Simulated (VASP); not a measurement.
# Pd (Fm-3m) in VASP: notebook

Runs on Pd. Level: PBEsol. Tasks: single point, relaxation of volume and atoms at fixed shape.

Program: VASP 6.6.1. These are calculated values, not measurements. Logs are shortened: lines on timing, memory, paths and dates and some standing lists are left out, and cuts for length are marked.

**1. The cell of the first run**

It takes space group Fm-3m (No. 225, cubic). The conventional cell has a = 3.875 Å, b = 3.875 Å, c = 3.875 Å, α = 90.00°, β = 90.00°, γ = 90.00°. Pd (site symmetry m-3m) has 12 Pd at 2.74 Å within 3.6 Å.

**2. Single point, PBEsol**

File INCAR:

```
ALGO     = Normal         # electronic algorithm
EDIFF    = 1E-7           # SCF threshold, eV
ENCUT    = 520            # plane-wave cutoff, eV
GGA      = PS             # functional
ISIF     = 2              # what is computed and relaxed
ISMEAR   = 1              # smearing method
LASPH    = T              # aspherical terms in the spheres
LCHARG   = T              # write CHGCAR
LELF     = T              # ELF
LREAL    = F              # projectors in reciprocal space
LVHAR    = T            
LWAVE    = F              # write WAVECAR
NBANDS   = 11             # bands
NELM     = 60             # most SCF steps
PREC     = Accurate       # precision mode
SIGMA    = 0.05           # smearing width, eV
```

File KPOINTS:

```
k-points
0
Gamma
  19 19 19
```

File POSCAR:

```
Pd
1.0
    0.0000000000      1.9376359004      1.9376359004
    1.9376359004      0.0000000000      1.9376359004
    1.9376359004      1.9376359004      0.0000000000
Pd
1
Direct
    0.0000000000      0.0000000000      0.0000000000
```

Potentials or basis: VASP PAW PBE potentials, release 64 (Pd).

On the command line:

```console
> cat potpaw_PBE.64/Pd/POTCAR > POTCAR
> mpirun -np 1 vasp_std > vasp.out
```

OUTCAR:

```text
EDIFF = 1E-7
   ENCUT = 520
   GGA = PS
   ISIF = 2
   ISMEAR = 1
   LASPH = T
   LREAL = F
   NELM = 60
   PREC = Accurate

 ion  position               nearest neighbor table
   1  0.000  0.000  0.000-

  LATTYP: Found a face centered cubic cell.
 ALAT       =     3.8752718008

  Lattice vectors:

 A1 = (   0.0000000000,   1.9376359004,   1.9376359004)
 A2 = (   1.9376359004,   0.0000000000,   1.9376359004)
 A3 = (   1.9376359004,   1.9376359004,   0.0000000000)

Analysis of symmetry for initial positions (statically):
=====================================================================
 Subroutine PRICEL returns:
 Original cell was already a primitive cell.

 Routine SETGRP: Setting up the symmetry group for a
 face centered cubic supercell.

 Subroutine GETGRP returns: Found 48 space group operations
 (whereof 48 operations were pure point group operations)
 out of a pool of 48 trial point group operations.

The static configuration has the point symmetry O_h .

Analysis of symmetry for dynamics (positions and initial velocities):
=====================================================================
 Subroutine PRICEL returns:
 Original cell was already a primitive cell.

 Routine SETGRP: Setting up the symmetry group for a
 face centered cubic supercell.

 Subroutine GETGRP returns: Found 48 space group operations
 (whereof 48 operations were pure point group operations)
 out of a pool of 48 trial point group operations.

The dynamic configuration has the point symmetry O_h .

 Subroutine INISYM returns: Found 48 space group operations
 (whereof 48 operations are pure point group operations),
 and found     1 'primitive' translations

----------------------------------------------------------------------------------------

                                     Primitive cell

  volume of cell :      14.5494

  direct lattice vectors                    reciprocal lattice vectors
     0.000000000  1.937635900  1.937635900    -0.258046416  0.258046416  0.258046416
     1.937635900  0.000000000  1.937635900     0.258046416 -0.258046416  0.258046416
     1.937635900  1.937635900  0.000000000     0.258046416  0.258046416 -0.258046416

  length of vectors
     2.740230969  2.740230969  2.740230969     0.446949504  0.446949504  0.446949504

  position of ions in fractional coordinates (direct lattice)
     0.000000000  0.000000000  0.000000000

  ion indices of the primitive-cell ions
   primitive index   ion index
                 1           1

[... 78 lines left out ...]
   ISYM   =      2    0-nonsym 1-usesym 2-fastsym
   POTIM  = 0.5000    time-step for ionic-motion
   TEBEG  =    0.0;   TEEND  =   0.0 temperature during run
   PSTRESS=    0.0 pullay stress
   NELECT =      10.0000    total number of electrons
   NUPDOWN=      -1.0000    fix difference up-down
   EMIN   =  10.00;   EMAX   =-10.00  energy-range for DOS
   EFERMI =   0.00;   METHOD = LEGACY
   ISMEAR =     1;   SIGMA  =   0.05  broadening in eV -4-tet -1-fermi 0-gaus
   EFERMI_NEDOS =   21; number of points for ismear=-14 and -15
   IALGO  =     38    algorithm
   IMIX   =      4    mixing-type and parameters
     AMIX     =   0.40;   BMIX     =  1.00
     AMIX_MAG =   1.60;   BMIX_MAG =  1.00
  volume/ion in A,a.u.               =      14.55        98.18
  Fermi-wavevector in a.u.,A,eV,Ry     =   1.444750  2.730181 28.399470  2.087302
  Thomas-Fermi vector in A             =   2.563010
   LORBIT       =      0    0 simple, 1 ext, 2 COOP (PROOUT), +10 PAW based schemes
   GGA     = PS    functional components
   LHFCALC =     F    Hartree Fock is set to
   AEXX    =    0.0000 exact exchange contribution
   IVDW    =     0    specifies the selected vdW correction
   LEPSILON=     F    determine dielectric tensor
   LRPA    =     F    only Hartree local field effects (RPA)
 non-spin polarized calculation
 Methfessel and Paxton  Order N= 1 SIGMA  =   0.05
  energy-cutoff  :      520.00
  volume of cell :       14.55
 maximum number of plane-waves:       400
   NGX = 11   NGY = 11   NGZ = 11

 number of electron      10.0000002 magnetization

 Free energy of the ion-electron system (eV)
  ---------------------------------------------------
  ext. energy  EPLUGINS =         0.00000000
  ---------------------------------------------------
  free energy    TOTEN  =        -5.95703707 eV

  energy without entropy =       -5.95673862  energy(sigma->0) =       -5.95693759

 E-fermi :   9.8603     XC(G=0): -13.4646

 val. band max:        9.8597929749   @ k =  -0.4737   0.2105   0.0000
 cond. band min:       9.8635866464   @ k =  -0.4737   0.2632   0.0526
 fundamental gap:      0.0037936715
 Fermi energy:         9.8603466356

 k-point     1 :       0.0000    0.0000    0.0000
  band No.  band energies     occupation
      1       2.5063      2.00000
      2       6.9411      2.00000
      3       6.9411      2.00000
      4       6.9411      2.00000
      5       8.6117      2.00000
      6       8.6117      2.00000
      7      26.9852      0.00000
      8      31.8347      0.00000
      9      31.8347      0.00000
     10      31.8347      0.00000
     11      35.9190      0.00000
[... 309 lines left out ...]
 k-point    24 :      -0.2632    0.0526    0.0000
  band No.  band energies     occupation
      1       4.4785      2.00000
      2       6.9968      2.00000
      3       7.2459      2.00000
      4       7.2547      2.00000
      5       8.6957      2.00000
      6       9.2553      2.00000
      7      23.3609      0.00000
      8      27.8125      0.00000
      9      31.9441      0.00000
     10      34.8669      0.00000
     11      34.9697      0.00000

 [... further k-points ...]

------------------------ aborting loop because EDIFF is reached ----------------------------------------

  FORCE on cell =-STRESS in cart. coord.  units (eV):
  Direction    XX          YY          ZZ          XY          YZ          ZX
  --------------------------------------------------------------------------------------
  -------------------------------------------------------------------------------------
  Total       -0.0278679     -0.0278679     -0.0278679      0.0000000      0.0000000     -0.0000000
  in kB       -3.0687960     -3.0687960     -3.0687960      0.0000000      0.0000000     -0.0000000
  external PRESSURE =      -3.0687960 kB  Pullay stress =       0.0000000 kB

 VOLUME and BASIS-vectors are now :
 -----------------------------------------------------------------------------
  energy-cutoff  :      520.00
  volume of cell :       14.55
      direct lattice vectors                 reciprocal lattice vectors
     0.000000000  1.937635900  1.937635900    -0.258046416  0.258046416  0.258046416
     1.937635900  0.000000000  1.937635900     0.258046416 -0.258046416  0.258046416
     1.937635900  1.937635900  0.000000000     0.258046416  0.258046416 -0.258046416

 POSITION                                       TOTAL-FORCE (eV/Angst)
 -----------------------------------------------------------------------------------
      0.00000      0.00000      0.00000         0.000000     -0.000000      0.000000
 -----------------------------------------------------------------------------------
    total drift:                               -0.000000     -0.000000     -0.000000

  FREE ENERGIE OF THE ION-ELECTRON SYSTEM (eV)
  ---------------------------------------------------
  free  energy   TOTEN  =        -5.9570370715 eV

  energy  without entropy=       -5.9567386191  energy(sigma->0) =       -5.95693759
```

It took 27 s on 1 thread of AMD EPYC 7R43 (Zen 3), shared host; peak memory 0.12 GiB.

What came out:

```
Free energy            : -5.9570 eV
Pressure               : -0.3 GPa
Band gap on the k mesh : zero (band 5 reaches 10.14 eV, above the bottom of band 6 at 8.54 eV)
```

Caveat: the PAW data sets were made with another functional, which shifts forces and pressure a little.

**3. Relaxation of volume and atoms at fixed shape, PBEsol**

This run uses another cell than the first one, of 14.75 Å³/atom, 1.014 times its volume.

File INCAR:

```
ALGO = Normal
EDIFF = 1E-6
EDIFFG = -0.03
ENCUT = 600
GGA = PS
IBRION = 2
ISIF = 8
ISMEAR = 1
LASPH = T
LCHARG = F
LREAL = F
LWAVE = F
NELM = 100
NSW = 80
PREC = Accurate
SIGMA = 0.05
```

KPOINTS is that of step 2.

File POSCAR:

```
Pd
1.0
    0.0000000000      1.9465000000      1.9465000000
    1.9465000000      0.0000000000      1.9465000000
    1.9465000000      1.9465000000      0.0000000000
Pd
1
Direct
    0.0000000000      0.0000000000      0.0000000000
```

Potentials or basis: VASP PAW PBE potentials, release 64 (Pd).

On the command line:

```console
> cat potpaw_PBE.64/Pd/POTCAR > POTCAR
> mpirun -np 1 vasp_std > vasp.out
```

It took 83 s on 1 thread of AMD EPYC 7R43 (Zen 3), shared host; peak memory 0.15 GiB.

Results (log left out):

```
Free energy                            : -5.9576 eV
Relaxed volume                         : 14.53 Å³/atom
Relaxed cell                           : a = 2.739 Å, b = 2.739 Å, c = 2.739 Å, α = 60.00°, β = 60.00°, γ = 60.00°
Space group after relaxing (to 0.05 Å) : Fm-3m (No. 225)
Energy gained by relaxing              : 2.1 meV/atom
Ionic steps                            : 3
Pressure after relaxing                : 0.0 GPa
Band gap on the k mesh                 : zero (band 5 reaches 10.17 eV, above the bottom of band 6 at 8.56 eV)
```

Step by step:
| step | energy change (eV) | largest force (eV/Å) | pressure (GPa) | volume (Å³) |
| --- | --- | --- | --- | --- |
| 1 | 0.0000 | 0.0000 | -3.00 | 14.75 |
| 2 | 0.0038 | 0.0000 | 5.51 | 14.17 |
| 3 | -0.0021 | 0.0000 | -0.04 | 14.53 |

Final structure:
```
CELL_PARAMETERS angstrom
0.00000 1.93663 1.93663
1.93663 0.00000 1.93663
1.93663 1.93663 0.00000
ATOMIC_POSITIONS crystal
Pd 0.00000 0.00000 0.00000
```

Levels at points of the mesh, in eV from the Fermi level:
| k point | band 1 | band 2 | band 3 | band 4 | band 5 | band 6 | band 7 | band 8 | band 9 |
| --- | --- | --- | --- | --- | --- | --- | --- | --- | --- |
| (0.00, 0.00, 0.00) | -7.37 | -2.93 | -2.93 | -2.93 | -1.25 | -1.25 | 17.13 | 21.98 | 21.98 |

Caveat: the PAW data sets were made with another functional, which shifts forces and pressure a little.
